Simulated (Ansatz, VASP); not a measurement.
**One calculation of AlRu, two programs**

Contents of INCAR:

```
SYSTEM = AlRu
  ALGO = Fast
  EDIFF = 1E-6
  ENCUT = 520
  GGA = PE
  ISIF = 2
  ISMEAR = 0
  LASPH = .TRUE.
  LCHARG = .FALSE.
  LREAL = .FALSE.
  LWAVE = .FALSE.
  NBANDS = 16
  NELM = 80
  PREC = Accurate
  SIGMA = 0.014
```

KPOINTS

```
k-points
0
G
  9 9 9
  0 0 0
```

POSCAR

```
AlRu
1.0
    2.9916000000      0.0000000000      0.0000000000
    0.0000000000      2.9916000000      0.0000000000
    0.0000000000      0.0000000000      2.9916000000
Ru Al
1 1
Direct
    0.5000000000      0.5000000000      0.5000000000
    0.0000000000      0.0000000000      0.0000000000
```

File input.yaml:

```yaml
crystal:
  lattice:
    - [2.9916, 0.0, 0.0]
    - [0.0, 2.9916, 0.0]
    - [0.0, 0.0, 2.9916]
  atoms:
    - { symbol: Ru, position: [0.5, 0.5, 0.5] }
    - { symbol: Al, position: [0.0, 0.0, 0.0] }
hamiltonian:
  xc: pbe
  pseudopotentials: { kind: paw }
kpoints:
  mp_grid: { grid: [9, 9, 9] }
scf:
  occupations: { method: gaussian, width: 0.014 }
output:
  forces: true
  stress: true
  eigenvalues: true
  write_density: true
  write_potential: true
  elf: true
  volumetric_format: npy
```

Alike in both runs: task single point; functional PBE; k mesh 9 × 9 × 9; occupations gaussian, width 0.014 eV; no spin polarisation.

```csv
,VASP,Ansatz
version,VASP 6.6.1,Ansatz 0.2.0
potentials or method,"VASP PAW PBE potentials, release 64 (Ru_pv, Al)",Ansatz PAW
plane-wave cutoff (eV),520,420
valence electrons in the cell,17,19
```

|  | VASP | Ansatz | Ansatz less VASP |
| --- | --- | --- | --- |
| gap on the k mesh at the Fermi level (eV) | none | none | - |
| pressure (GPa) | 2.2 | 2.5 | +0.30 |

A gap of «none» marks a metal or a gap that the smearing closes. VASP's potentials hold 17 valence electrons a cell and Ansatz's 19, so a difference there can come from the potentials and not from the codes.
